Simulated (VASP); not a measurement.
# SnO2 (I4_1/amd) in VASP: a series of runs, part 2 of 2

VASP 6.6.1. The steps go on from the part before.

## 6. Single point, LDA (14.43 Å³/atom)

This run uses another cell than the first one, of 14.43 Å³/atom.

The input, INCAR:

```
SYSTEM = SnO2
ALGO = Normal
EDIFF = 1E-6
ENCUT = 520
GGA = CA
ISIF = 2
ISMEAR = 0
LASPH = .TRUE.
LCHARG = .FALSE.
LREAL = .FALSE.
LWAVE = .FALSE.
NBANDS = 35
NELM = 60
PREC = Accurate
SIGMA = 0.05
```

The input, KPOINTS:

```
k-points
0
G
  10 10 10
  0 0 0
```

The input, POSCAR:

```
SnO2
1.0
   -1.9563049397      1.9563049397      5.6568513637
    1.9563049397     -1.9563049397      5.6568513637
    1.9563049397      1.9563049397     -5.6568513637
Sn O
2 4
Direct
    0.7500000000      0.2500000000      0.5000000000
    0.0000000000      0.0000000000      0.0000000000
    0.8058601463      0.8058601463      0.0000000000
    0.9441398537      0.4441398537      0.5000000000
    0.1941398537      0.1941398537      0.0000000000
    0.5558601463      0.0558601463      0.5000000000
```

Potentials or basis: VASP PAW LDA potentials, release 64 (Sn_d, O).

Run with:

```
$ cat potpaw_LDA.64/Sn_d/POTCAR potpaw_LDA.64/O/POTCAR > POTCAR
$ mpirun -np 1 vasp_std > vasp.out
```

OUTCAR:

```text
SYSTEM = SnO2
   EDIFF = 1E-6
   ENCUT = 520
   GGA = CA
   ISIF = 2
   ISMEAR = 0
   LASPH = .TRUE.
   LREAL = .FALSE.
   NELM = 60
   PREC = Accurate

 ion  position               nearest neighbor table
   1  0.750  0.250  0.500-   3 2.06   5 2.06   3 2.06   5 2.06   4 2.20   6 2.20   2 3.44   2 3.44
                             2 3.44   2 3.44
   2  0.000  0.000  0.000-   6 2.06   4 2.06   6 2.06   4 2.06   3 2.20   5 2.20   1 3.44   1 3.44
                             1 3.44   1 3.44
   3  0.806  0.806  0.000-   1 2.06   1 2.06   2 2.20
   4  0.944  0.444  0.500-   2 2.06   2 2.06   1 2.20
[... 1124 lines left out ...]
  Total       -3.3653850     -3.3653850     -8.4998812      0.0000000      0.0000000      0.0000000
  in kB      -62.2640647    -62.2640647   -157.2590237      0.0000000      0.0000000      0.0000000
  external PRESSURE =     -93.9290510 kB  Pullay stress =       0.0000000 kB

 VOLUME and BASIS-vectors are now :
 -----------------------------------------------------------------------------
  energy-cutoff  :      520.00
  volume of cell :       86.60
      direct lattice vectors                 reciprocal lattice vectors
    -1.956304940  1.956304940  5.656851364     0.000000000  0.255583876  0.088388393
     1.956304940 -1.956304940  5.656851364     0.255583876  0.000000000  0.088388393
     1.956304940  1.956304940 -5.656851364     0.255583876  0.255583876  0.000000000

 POSITION                                       TOTAL-FORCE (eV/Angst)
 -----------------------------------------------------------------------------------
     -0.00000      1.95630      2.82843        -0.000000     -0.000000      0.000000
      0.00000      0.00000      0.00000        -0.000000     -0.000000      0.000000
      0.00000      0.00000      9.11726         0.000000      0.000000     -0.000873
      0.00000      1.95630      5.02487        -0.000000     -0.000000      0.000873
      0.00000      0.00000      2.19644         0.000000      0.000000      0.000873
      0.00000      1.95630      0.63199        -0.000000     -0.000000     -0.000873
 -----------------------------------------------------------------------------------
    total drift:                               -0.000000     -0.000000      0.000000

  FREE ENERGIE OF THE ION-ELECTRON SYSTEM (eV)
  ---------------------------------------------------
  free  energy   TOTEN  =       -41.3452460181 eV

  energy  without entropy=      -41.3452460181  energy(sigma->0) =      -41.34524602
```

OSZICAR:

```text
N       E                     dE             d eps       ncg     rms          rms(c)
DAV:   1     0.640447789612E+03    0.64045E+03   -0.25441E+04  7755   0.219E+03
DAV:   2     0.580158146338E+02   -0.58243E+03   -0.54859E+03  7852   0.602E+02
DAV:   3    -0.420781035711E+02   -0.10009E+03   -0.98142E+02  7745   0.209E+02
DAV:   4    -0.476136378659E+02   -0.55355E+01   -0.54931E+01  8768   0.543E+01
DAV:   5    -0.477673822873E+02   -0.15374E+00   -0.15354E+00  8624   0.949E+00    0.156E+01
DAV:   6    -0.414213605921E+02    0.63460E+01   -0.18772E+01 11471   0.694E+01    0.609E+00
DAV:   7    -0.414488471285E+02   -0.27487E-01   -0.22881E+00  7697   0.849E+00    0.321E+00
DAV:   8    -0.413641203609E+02    0.84727E-01   -0.32225E-01 10377   0.442E+00    0.805E-01
DAV:   9    -0.413448573232E+02    0.19263E-01   -0.48682E-02 11842   0.322E+00    0.144E-01
DAV:  10    -0.413453565637E+02   -0.49924E-03   -0.55470E-03 10497   0.817E-01    0.901E-02
DAV:  11    -0.413452413113E+02    0.11525E-03   -0.75854E-04 11280   0.349E-01    0.262E-02
DAV:  12    -0.413452494437E+02   -0.81325E-05   -0.81583E-05  7772   0.559E-02    0.219E-02
DAV:  13    -0.413452458499E+02    0.35938E-05   -0.16690E-05  9428   0.378E-02    0.119E-03
DAV:  14    -0.413452460181E+02   -0.16821E-06   -0.18129E-06  5571   0.877E-03
   1 F= -.41345246E+02 E0= -.41345246E+02  d E =-.310626E-12
```

stdout:

```text
POSCAR found type information on POSCAR SnO
 POSCAR found :  2 types and       6 ions
 scaLAPACK will be used
 LDA part: xc-table for (Slater(with rela. corr.)+CA(PZ))
 , standard interpolation
 POSCAR, INCAR and KPOINTS ok, starting setup
 FFT: planning ... GRIDC
 FFT: planning ... GRID_SOFT
 FFT: planning ... GRID
 WAVECAR not read
 entering main loop
```

Run time: 6 min. Hardware: 1 thread of Intel Xeon 6975P-C (Granite Rapids), shared host; peak memory 0.41 GiB.

What came out:

```
Free energy            : -41.3452 eV
Pressure               : -9.4 GPa
Band gap on the k mesh : 0.86 eV (least direct gap 1.04 eV)
```

Caveat: the cell stands under tension; spin-orbit coupling is left out, which moves the levels of the heavy elements.

## 7. Single point, LDA (14.43 Å³/atom)

This run uses another cell than the first one, of 14.43 Å³/atom.

The input, INCAR:

```
ALGO = Normal ; EDIFF = 1E-6
ENCUT = 520 ; ISIF = 2
ISMEAR = 0 ; LASPH = T
LCHARG = F ; LREAL = F
LWAVE = F ; NBANDS = 35
NELM = 80 ; PREC = Accurate
SIGMA = 0.05
```

The input, KPOINTS:

```
k-points
0
Gamma
  10 10 10
```

The input, POSCAR:

```
SnO2
1.0
   -2.0778690997      2.0778690997      5.0143137115
    2.0778690997     -2.0778690997      5.0143137115
    2.0778690997      2.0778690997     -5.0143137115
Sn O
2 4
Direct
    0.7500000000      0.2500000000      0.5000000000
    0.0000000000      0.0000000000      0.0000000000
    0.7961728131      0.7961728131      0.0000000000
    0.9538271869      0.4538271869      0.5000000000
    0.2038271869      0.2038271869      0.0000000000
    0.5461728131      0.0461728131      0.5000000000
```

Run with:

```
$ cat potpaw_LDA.64/Sn_d/POTCAR potpaw_LDA.64/O/POTCAR > POTCAR
$ mpirun -np 1 vasp_std > vasp.out
```

It took 5.5 min on 1 thread of Intel Xeon 6975P-C (Granite Rapids), shared host; peak memory 0.4 GiB.

It converged, with:

| Property | Result |
| --- | --- |
| Free energy | -41.4673 eV |
| Pressure | -9.4 GPa |
| Largest force | 0.070 eV/Å |
| Band gap on the k mesh | 1.25 eV (least direct gap 1.61 eV) |

Forces in eV/Å, atoms in the order of the input:
```
Sn   0.000  0.000  0.000
Sn   0.000  0.000  0.000
O    0.000  0.000 -0.070
O    0.000  0.000  0.070
O    0.000  0.000  0.070
O    0.000  0.000 -0.070
```

Stress tensor (GPa, compression positive):
```
-11.87   0.00   0.00
  0.00 -11.87   0.00
  0.00   0.00  -4.45
```

Levels at points of the mesh, in eV from the valence-band top:
```
           k point  band 23  band 24  band 25  band 26  band 27  band 28  band 29  band 30
(0.00, 0.00, 0.00)    -0.62    -0.62    -0.36    -0.36     1.25     5.08     9.00     9.73
(0.50, 0.00, 0.00)    -0.74    -0.71    -0.55    -0.44     4.34     5.66     7.48     7.93
(0.50, 0.50, 0.00)    -0.72    -0.72    -0.07    -0.07     6.51     6.51     7.06     7.06
(0.50, 0.50, 0.50)    -0.96    -0.96    -0.27    -0.27     3.82     3.82     7.49     7.49
```

Caveat: the cell stands under tension; spin-orbit coupling is left out, which moves the levels of the heavy elements. A k mesh can miss the band edges.

## 8. The runs side by side

| cell | gap on the mesh (eV) | pressure (GPa) | largest force (eV/Å) |
| --- | --- | --- | --- |
| a = 6.138 Å, angles 143.8, 143.8, 52.1°, 6 atoms, atomic positions A | 1.69 | 3.2 | - |
| a = 5.530 Å, angles 136.1, 136.1, 63.8°, 6 atoms, atomic positions B | 1.77 | -0.4 | 0.09 |
| a = 5.811 Å, angles 140.1, 140.1, 57.8°, 6 atoms, atomic positions C | 1.78 | 1.2 | 0.05 |
| a = 5.674 Å, angles 136.1, 136.1, 63.8°, 6 atoms, atomic positions D | 1.36 | -9.0 | 0.09 |
| a = 6.297 Å, angles 143.8, 143.8, 52.1°, 6 atoms, atomic positions E | 0.86 | -9.4 | - |
| a = 5.812 Å, angles 138.1, 138.1, 60.7°, 6 atoms, atomic positions C | 1.25 | -9.4 | 0.07 |

Alike in all rows: task single point; level LDA; potentials or basis VASP PAW LDA potentials, release 64 (Sn_d, O); no spin polarisation; k mesh 10 × 10 × 10; cutoff (eV) 520; smearing gaussian 0.05 eV.

Caveats: spin-orbit coupling is left out, which moves the levels of the heavy elements; the cell stands under tension (at least some runs); the cell stands under pressure (at least some runs).

Absolute energies hang on the potentials; compare differences alone.
